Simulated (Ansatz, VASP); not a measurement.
**AsIr: VASP beside Ansatz**

The input INCAR:

```
SYSTEM = AsIr
PREC = Accurate ; ENCUT = 600
EDIFF = 1E-6 ; ISMEAR = 0
SIGMA = 0.05 ; LREAL = .False.
LASPH = .True. ; NELM = 80
ALGO = Normal ; ISIF = 3
LWAVE = .False. ; LCHARG = .False.
GGA = PS ; IBRION = 2
NSW = 80 ; EDIFFG = -0.01
```

File KPOINTS:

```
regular mesh
0
Gamma
  8 8 8
  0 0 0
```

POSCAR

```
AsIr
1.0
    3.6932776702      0.0000000000      0.0000000000
    0.0000000000      3.6932776702      0.0000000000
    0.0000000000      0.0000000000      4.5981393543
Ir As
2 2
Direct
    0.0000000000      0.5000000000      0.0000000000
    0.5000000000      0.0000000000      0.5000000000
    0.0000000000      0.0000000000      0.2500000000
    0.0000000000      0.0000000000      0.7500000000
```

Input for Ansatz:

```yaml
crystal:
  lattice:
    - [3.6932776702, 0.0, 0.0]
    - [0.0, 3.6932776702, 0.0]
    - [0.0, 0.0, 4.5981393543]
  atoms:
    - { symbol: Ir, position: [0.0, 0.5, 0.0] }
    - { symbol: Ir, position: [0.5, 0.0, 0.5] }
    - { symbol: As, position: [0.0, 0.0, 0.25] }
    - { symbol: As, position: [0.0, 0.0, 0.75] }
basis:
  ecutwfc: 420
  ecutrho_ratio: 4
kpoints:
  mp_grid: { grid: [8, 8, 8] }
hamiltonian:
  xc: pbesol
scf:
  occupations: { method: gaussian, width: 0.05 }
output:
  forces: true
  stress: true
  eigenvalues: true
relax:
  f_tol: 0.01
  max_steps: 60
  cell: { stress_tol: 0.04 }
```

Alike in both runs: task relaxation of cell and atoms; functional PBEsol; k mesh 8 × 8 × 8; occupations gaussian, width 0.05 eV; no spin polarisation.

```csv
,VASP,Ansatz
version,VASP 6.6.1,Ansatz 0.2.0
potentials or method,"VASP PAW PBE potentials, release 64 (Ir, As), cutoff 600 eV","scalar-relativistic, plane waves, PAW"
valence electrons in the cell,28,64
```

|  | VASP | Ansatz | Ansatz less VASP |
| --- | --- | --- | --- |
| gap on the k mesh at the Fermi level, each at its own relaxed structure (eV) | none | none | - |
| relaxed volume (Å³/atom) | 16.57 | 16.49 | -0.082 |
| relaxed length of the cell vector where the two differ most in proportion (Å) | 2.922 | 2.916 | -0.0063 |

VASP's potentials were made for PBE, not for PBEsol. A gap of «none» marks a metal or a gap that the smearing closes. VASP's potentials hold 28 valence electrons a cell and Ansatz's 64, so a difference there can come from the potentials and not from the codes.

Spin-orbit coupling is off throughout.
